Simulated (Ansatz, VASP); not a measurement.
## AlN in VASP and in Ansatz

Contents of INCAR:

```
SYSTEM = AlN
  PREC = Accurate
  ENCUT = 520
  EDIFF = 1E-6
  ISMEAR = -1
  SIGMA = 0.05
  LREAL = .False.
  LASPH = .True.
  NELM = 100
  ALGO = Normal
  ISIF = 2
  LWAVE = .False.
  LCHARG = .True.
  GGA = RE
  LELF = .True.
  LVHAR = .True.
  NBANDS = 16
```

File KPOINTS:

```
Automatic mesh
0
Gamma
  10 10 6
  0 0 0
```

Contents of POSCAR:

```
AlN
1.0
    3.1130000000      0.0000000000      0.0000000000
   -1.5565000000      2.6959370820      0.0000000000
    0.0000000000      0.0000000000      4.9810000000
Al N
2 2
Direct
    0.6666666667      0.3333333333      0.5000000000
    0.3333333333      0.6666666667      0.0000000000
    0.6666666667      0.3333333333      0.8800000000
    0.3333333333      0.6666666667      0.3800000000
```

input.yaml

```yaml
crystal:
  lattice:
    - [3.113, 0.0, 0.0]
    - [-1.5565, 2.695937082, 0.0]
    - [0.0, 0.0, 4.981]
  atoms:
    - { symbol: Al, position: [0.6666666667, 0.3333333333, 0.5] }
    - { symbol: Al, position: [0.3333333333, 0.6666666667, 0.0] }
    - { symbol: "N", position: [0.6666666667, 0.3333333333, 0.88] }
    - { symbol: "N", position: [0.3333333333, 0.6666666667, 0.38] }
hamiltonian:
  xc: revpbe
  pseudopotentials: { kind: paw }
kpoints:
  mp_grid: { grid: [10, 10, 6] }
  band_path:
    path:
      - [[0.0, 0.0, 0.0], [0.5, 0.0, 0.0], [0.3333333333, 0.3333333333, 0.0], [0.0, 0.0, 0.0], [0.0, 0.0, 0.5], [0.5, 0.0, 0.5], [0.3333333333, 0.3333333333, 0.5], [0.0, 0.0, 0.5]]
      - [[0.5, 0.0, 0.5], [0.5, 0.0, 0.0]]
      - [[0.3333333333, 0.3333333333, 0.0], [0.3333333333, 0.3333333333, 0.5]]
    npoints: 14
scf:
  occupations: { method: fermi_dirac, width: 0.05 }
  n_extra_bands: 10
output:
  forces: true
  stress: true
  eigenvalues: true
  fatbands: false
```

Alike in both runs: functional revPBE; k mesh 10 × 10 × 6; occupations fermi-dirac, width 0.05 eV; no spin polarisation.

|  | VASP | Ansatz |
| --- | --- | --- |
| version | VASP 6.6.1 | Ansatz 0.2.0 |
| potentials or method | VASP PAW PBE potentials, release 64 (Al, N) | Ansatz PAW |
| plane-wave cutoff (eV) | 520 | 420 |
| valence electrons in the cell | 16 | 16 |
| task | single point | band structure |

|  | VASP | Ansatz | Ansatz less VASP |
| --- | --- | --- | --- |
| gap on the k mesh at the Fermi level (eV) | 4.26 | 4.24 | -0.022 |
| least direct gap on the mesh (eV) | 4.26 | 4.24 | -0.022 |
| pressure (GPa) | 5.9 | 6.5 | +0.57 |
| traceless stress, the component that is largest in VASP (GPa) | 1.03 | 0.98 | -0.052 |
| rms of the force components (eV/Å) | 0.078 | 0.079 | +0.0006 |

VASP's potentials were made for PBE, not for revPBE. Atom by atom the forces differ by 0.001 eV/Å (rms over components).
